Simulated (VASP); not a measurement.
# Ge: single point with PBE

The system is Ge.

```xyz
1
Lattice="-1.5976 1.5976 1.8606 1.5976 -1.5976 1.8606 1.5976 1.5976 -1.8606" Properties=species:S:1:pos:R:3 pbc="T T T"
Ge    0.0000    0.0000    1.8606
```

| Property | Result |
| --- | --- |
| Program | VASP 6.6.1 |
| Task | single point |
| Functional | PBE |
| Potentials or basis | VASP PAW PBE potentials, release 64 (Ge_d) |
| Cutoff | 520 eV |
| k mesh | 12 × 12 × 12 |
| Occupations | fermi-dirac, width 0.05 eV |
| Spin | no spin polarisation |
| Dipole correction | no |
| Further INCAR settings | ALGO = Normal; EDIFF = 1e-06; NBANDS = 13 |

* Pressure: 1.8 GPa
* Band gap on the k mesh: zero (band 7 reaches 15.52 eV, above the bottom of band 8 at 3.94 eV)

Stress tensor (GPa, compression positive):
```
1.68 0.00 0.00
0.00 1.68 0.00
0.00 0.00 2.13
```

Levels at points of the mesh, in eV from the Fermi level:
| k point | band 3 | band 4 | band 5 | band 6 | band 7 | band 8 | band 9 | band 10 | band 11 | band 12 |
| --- | --- | --- | --- | --- | --- | --- | --- | --- | --- | --- |
| (0.00, 0.00, 0.00) | -24.82 | -24.79 | -24.75 | -13.21 | 8.69 | 9.00 | 9.00 | 13.96 | 13.96 | 15.34 |
| (0.50, 0.00, 0.00) | -24.79 | -24.75 | -24.72 | -7.85 | -5.53 | 5.13 | 7.39 | 10.39 | 10.73 | 15.82 |
| (0.50, 0.50, 0.00) | -24.75 | -24.74 | -24.70 | -6.76 | -4.98 | 3.13 | 4.63 | 7.77 | 7.86 | 22.75 |
| (0.50, 0.50, 0.50) | -24.74 | -24.71 | -24.71 | -3.53 | -2.56 | 0.68 | 0.68 | 4.42 | 5.19 | 26.64 |

It took 10 s on 1 thread of Intel(R) Xeon(R) 6975P-C (Granite Rapids), on a shared host, peak memory 0.16 GiB.
